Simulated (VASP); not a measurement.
# HfN (Immm) in VASP: single point with PBE

Aim: the single point of HfN with PBE.

Program: VASP 6.6.1. These are calculated values, not measurements. Logs are shortened: lines on timing, memory, paths and dates and some standing lists are left out, and cuts for length are marked.

### Step 1. The cell of the first run

It takes space group Immm (No. 71, orthorhombic). The conventional cell has a = 3.125 Å, b = 3.306 Å, c = 4.548 Å, α = 90.00°, β = 90.00°, γ = 90.00°. Hf (site symmetry mmm) has 6 N at 2.27 Å within 3.0 Å. Within 3.0 Å of N (site symmetry mmm) lie 6 Hf at 2.27 Å.

### Step 2. Single point, PBE (strain +0.0562 x Voigt [0, 0, 0, 0, 1, 0])

INCAR reads:

```
PREC = Accurate
ENCUT = 520
EDIFF = 1E-6
ISMEAR = 0
SIGMA = 0.15
LREAL = F
LASPH = T
NELM = 80
ALGO = Normal
ISIF = 2
LWAVE = F
LCHARG = F
GGA = PE
NBANDS = 14
```

KPOINTS reads:

```
regular mesh
0
Gamma
  22 22 22
```

POSCAR reads:

```
HfN
1.0
    0.0638964934      2.2738965619      2.2738965619
    2.3377930553      0.0000000000      2.3377930553
    2.2738965619      2.2738965619      0.0638964934
Hf N
1 1
Direct
    0.0000000000      0.0000000000      0.0000000000
    0.5000000000      0.5000000000      0.5000000000
```

Potentials or basis: VASP PAW PBE potentials, release 64 (Hf_pv, N).

The run is started by

```console
$ cat potpaw_PBE.64/Hf_pv/POTCAR potpaw_PBE.64/N/POTCAR > POTCAR
$ mpirun -np 1 vasp_std > vasp.out
```

OUTCAR:

```text
PREC = Accurate
   ENCUT = 520
   EDIFF = 1E-6
   ISMEAR = 0
   LREAL = F
   LASPH = T
   NELM = 80
   ISIF = 2
   GGA = PE

 ion  position               nearest neighbor table
   1  0.000  0.000  0.000-   2 2.27   2 2.27   2 2.27   2 2.27   2 2.27   2 2.27
   2  0.500  0.500  0.500-   1 2.27   1 2.27   1 2.27   1 2.27   1 2.27   1 2.27

  LATTYP: Found a body centered orthorhombic cell.
 ALAT       =     3.1254120697
 B/A-ratio  =     1.0578248791
 C/A-ratio  =     1.4551019265

  Lattice vectors:

 A1 = (   0.0638964934,  -2.2738965619,   2.2738965619)
 A2 = (  -0.0638964934,  -2.2738965619,  -2.2738965619)
 A3 = (   2.2738965619,   2.2738965619,   0.0638964934)

Analysis of symmetry for initial positions (statically):
=====================================================================
 Subroutine PRICEL returns:
 Original cell was already a primitive cell.

 Routine SETGRP: Setting up the symmetry group for a
 body centered orthorhombic supercell.

 Subroutine GETGRP returns: Found  8 space group operations
 (whereof  8 operations were pure point group operations)
 out of a pool of  8 trial point group operations.

The static configuration has the point symmetry D_2h.

Analysis of symmetry for dynamics (positions and initial velocities):
=====================================================================
 Subroutine PRICEL returns:
 Original cell was already a primitive cell.

 Routine SETGRP: Setting up the symmetry group for a
 body centered orthorhombic supercell.

 Subroutine GETGRP returns: Found  8 space group operations
 (whereof  8 operations were pure point group operations)
 out of a pool of  8 trial point group operations.

The dynamic configuration has the point symmetry D_2h.

 Subroutine INISYM returns: Found  8 space group operations
 (whereof  8 operations are pure point group operations),
 and found     1 'primitive' translations

----------------------------------------------------------------------------------------

                                     Primitive cell

  volume of cell :      23.4963

  direct lattice vectors                    reciprocal lattice vectors
     0.063896493  2.273896562  2.273896562    -0.226244337  0.219886871  0.226244337
     2.337793055  0.000000000  2.337793055     0.213876929 -0.219886871  0.213876929
     2.273896562  2.273896562  0.063896493     0.226244337  0.219886871 -0.226244337

  length of vectors
     3.216410097  3.306138645  3.216410097     0.388230905  0.373947747  0.388230905

  position of ions in fractional coordinates (direct lattice)
     0.000000000  0.000000000  0.000000000
     0.500000000  0.500000000  0.500000000

  ion indices of the primitive-cell ions
   primitive index   ion index
                 1           1
                 2           2

----------------------------------------------------------------------------------------

 KPOINTS: regular mesh

Automatic generation of k-mesh.
 Grid dimensions read from file:
 generate k-points for:   22   22   22

 Generating k-lattice:

  Cartesian coordinates                     Fractional coordinates (reciprocal lattice)
    -0.010283833  0.009994858  0.010283833     0.045454545  0.000000000  0.000000000
     0.009721679 -0.009994858  0.009721679     0.000000000  0.045454545  0.000000000
     0.010283833  0.009994858 -0.010283833     0.000000000  0.000000000  0.045454545

  Length of vectors
     0.017646859  0.016997625  0.017646859

  Shift w.r.t. Gamma in fractional coordinates (k-lattice)
     0.000000000  0.000000000  0.000000000

 Subroutine IBZKPT returns following result:
 ===========================================

 Found   1530 irreducible k-points:

 Following reciprocal coordinates:
            Coordinates               Weight
  0.000000  0.000000  0.000000      1.000000
  0.045455  0.000000  0.000000      4.000000
  0.090909  0.000000  0.000000      4.000000
  0.136364  0.000000  0.000000      4.000000
  0.181818  0.000000 -0.000000      4.000000
  0.227273  0.000000  0.000000      4.000000
[... 16 lines left out ...]
  0.454545  0.045455  0.000000      8.000000
  0.500000  0.045455  0.000000      8.000000
 [... further k-points ...]
   k-points           NKPTS =   1530   k-points in BZ     NKDIM =   1530   number of bands    NBANDS=     14
   number of dos      NEDOS =    301   number of ions     NIONS =      2
   total plane-waves  NPLWV =  16128
   dimension x,y,z NGX =    24 NGY =   28 NGZ =   24
   dimension x,y,z NGXF=    48 NGYF=   56 NGZF=   48
   ions per type =               1   1
   NGX,Y,Z   is equivalent  to a cutoff of  12.40, 14.08, 12.40 a.u.
   NGXF,Y,Z  is equivalent  to a cutoff of  24.81, 28.16, 24.81 a.u.
 SYSTEM =  unknown system
   PREC   = accura    normal or accurate (medium, high low for compatibility)
   ISTART =      0    job   : 0-new  1-cont  2-samecut
   ICHARG =      2    charge: 1-file 2-atom 10-const
   ISPIN  =      1    spin polarized calculation?
   LNONCOLLINEAR =      F non collinear calculations
   LSORBIT =      F    spin-orbit coupling
   LASPH  =      T    aspherical Exc in radial PAW
   ENCUT  =  520.0 eV  38.22 Ry    6.18 a.u.   5.98  6.15  5.98*2*pi/ulx,y,z
   NELM   =     80;   NELMIN=  2; NELMDL= -5     # of ELM steps
   EDIFF  = 0.1E-05   stopping-criterion for ELM
   LREAL  =      F    real-space projection
   EDIFFG = 0.1E-04   stopping-criterion for IOM
   NSW    =      0    number of steps for IOM
   IBRION =     -1    ionic relax: 0-MD 1-quasi-New 2-CG
   NFREE  =      0    steps in history (QN), initial steepest desc. (CG)
   ISIF   =      2    stress and relaxation
   ISYM   =      2    0-nonsym 1-usesym 2-fastsym
   POTIM  = 0.5000    time-step for ionic-motion
   TEBEG  =    0.0;   TEEND  =   0.0 temperature during run
   PSTRESS=    0.0 pullay stress
   NELECT =      15.0000    total number of electrons
   NUPDOWN=      -1.0000    fix difference up-down
   EMIN   =  10.00;   EMAX   =-10.00  energy-range for DOS
   EFERMI =   0.00;   METHOD = LEGACY
   ISMEAR =     0;   SIGMA  =   0.15  broadening in eV -4-tet -1-fermi 0-gaus
   EFERMI_NEDOS =   21; number of points for ismear=-14 and -15
   IALGO  =     38    algorithm
   IMIX   =      4    mixing-type and parameters
     AMIX     =   0.40;   BMIX     =  1.00
     AMIX_MAG =   1.60;   BMIX_MAG =  1.00
  volume/ion in A,a.u.               =      11.75        79.28
  Fermi-wavevector in a.u.,A,eV,Ry     =   1.409631  2.663817 27.035602  1.987061
  Thomas-Fermi vector in A             =   2.531668
   LORBIT       =      0    0 simple, 1 ext, 2 COOP (PROOUT), +10 PAW based schemes
   GGA     = PE    functional components
   LHFCALC =     F    Hartree Fock is set to
   AEXX    =    0.0000 exact exchange contribution
   IVDW    =     0    specifies the selected vdW correction
   LEPSILON=     F    determine dielectric tensor
   LRPA    =     F    only Hartree local field effects (RPA)
 non-spin polarized calculation
 Gauss-broadening in eV      SIGMA  =   0.15
  energy-cutoff  :      520.00
  volume of cell :       23.50
 maximum number of plane-waves:       648
   NGX = 11   NGY = 13   NGZ = 11

 number of electron      15.0000000 magnetization

 Free energy of the ion-electron system (eV)
  ---------------------------------------------------
  ext. energy  EPLUGINS =         0.00000000
  ---------------------------------------------------
  free energy    TOTEN  =       -21.73223766 eV

  energy without entropy =      -21.72572625  energy(sigma->0) =      -21.72898196

 E-fermi :   8.1997     XC(G=0): -12.6337

 val. band max:        8.1996443711   @ k =   0.5000   0.2727   0.1364
 cond. band min:       8.2015578695   @ k =  -0.2273   0.5000   0.0909
 fundamental gap:      0.0019134984
 Fermi energy:         8.1996928505

 k-point     1 :       0.0000    0.0000    0.0000
  band No.  band energies     occupation
      1     -23.0456      2.00000
      2     -23.0195      2.00000
      3     -22.9772      2.00000
      4      -9.1767      2.00000
      5       5.0828      2.00000
      6       5.2075      2.00000
      7       5.3831      2.00000
      8       7.4621      2.00000
      9       7.7288      1.99999
     10       8.3246      0.23887
     11       9.9263      0.00000
     12      10.1790      0.00000
     13      10.1957      0.00000
     14      17.7660      0.00000

 k-point     2 :       0.0455    0.0000    0.0000
  band No.  band energies     occupation
      1     -23.0471      2.00000
      2     -23.0289      2.00000
      3     -22.9913      2.00000
      4      -9.1295      2.00000
      5       4.9477      2.00000
      6       5.0507      2.00000
      7       5.2050      2.00000
      8       7.5391      2.00000
      9       7.7850      1.99991
     10       8.3582      0.13506
     11      10.0946      0.00000
     12      10.3442      0.00000
     13      10.3670      0.00000
     14      17.9479      0.00000

 k-point     3 :       0.0909    0.0000    0.0000
  band No.  band energies     occupation
      1     -23.0767      2.00000
      2     -23.0516      2.00000
      3     -23.0112      2.00000
      4      -8.9912      2.00000
      5       4.5607      2.00000
      6       4.6023      2.00000
      7       4.8359      2.00000
      8       7.7473      1.99998
      9       7.9334      1.98794
     10       8.4484      0.01906
     11      10.5445      0.00000
     12      10.7995      0.00000
     13      10.8328      0.00000
     14      18.4683      0.00000
[... 324 lines left out ...]
 k-point    23 :       0.4545    0.0455    0.0000
  band No.  band energies     occupation
      1     -23.8961      2.00000
      2     -23.1245      2.00000
      3     -23.1224      2.00000
      4      -6.6624      2.00000
      5      -0.2948      2.00000
      6       1.8919      2.00000
      7       2.2877      2.00000
      8      10.4291      0.00000
      9      11.4702      0.00000
     10      12.3950      0.00000
     11      13.1156      0.00000
     12      16.3149      0.00000
     13      16.7859      0.00000
     14      20.0608      0.00000

 k-point    24 :       0.5000    0.0455    0.0000
  band No.  band energies     occupation
      1     -23.9229      2.00000
      2     -23.1298      2.00000
      3     -23.1241      2.00000
      4      -6.5539      2.00000
      5      -0.4524      2.00000
      6       1.8395      2.00000
      7       2.2029      2.00000
      8      10.9973      0.00000
      9      11.5155      0.00000
     10      12.5078      0.00000
     11      12.9030      0.00000
     12      16.7784      0.00000
     13      16.9613      0.00000
     14      19.8586      0.00000

 [... further k-points ...]
[... 5 lines left out ...]
  --------------------------------------------------------------------------------------
  -------------------------------------------------------------------------------------
  Total       -0.2661583     -0.3656734     -0.2661583      0.0000000      0.0000000     -0.9999045
  in kB      -18.1489527    -24.9347412    -18.1489527      0.0000000      0.0000000    -68.1820502
  external PRESSURE =     -20.4108822 kB  Pullay stress =       0.0000000 kB

 VOLUME and BASIS-vectors are now :
 -----------------------------------------------------------------------------
  energy-cutoff  :      520.00
  volume of cell :       23.50
      direct lattice vectors                 reciprocal lattice vectors
     0.063896493  2.273896562  2.273896562    -0.226244337  0.219886871  0.226244337
     2.337793055  0.000000000  2.337793055     0.213876929 -0.219886871  0.213876929
     2.273896562  2.273896562  0.063896493     0.226244337  0.219886871 -0.226244337

 POSITION                                       TOTAL-FORCE (eV/Angst)
 -----------------------------------------------------------------------------------
      0.00000      0.00000      0.00000         0.000000      0.000000     -0.000000
      2.33779      2.27390      2.33779        -0.000000      0.000000      0.000000
 -----------------------------------------------------------------------------------
    total drift:                                0.000000     -0.000000     -0.000000

  FREE ENERGIE OF THE ION-ELECTRON SYSTEM (eV)
  ---------------------------------------------------
  free  energy   TOTEN  =       -21.7322376640 eV

  energy  without entropy=      -21.7257262468  energy(sigma->0) =      -21.72898196
```

It used 190 s of CPU time on 1 thread of Intel(R) Xeon(R) Platinum 8488C (Sapphire Rapids), with other jobs on the host.

What came out:

| Quantity | Value |
| --- | --- |
| Free energy | -21.7322 eV |
| Pressure | -2.0 GPa |

Stress tensor (GPa, compression positive):
```
-1.81  0.00 -6.82
 0.00 -2.49  0.00
-6.82  0.00 -1.81
```

Caveat: the cell differs from its parent crystal (strain +0.0562 x Voigt [0, 0, 0, 0, 1, 0]); spin-orbit coupling is left out, which moves the levels of the heavy elements.
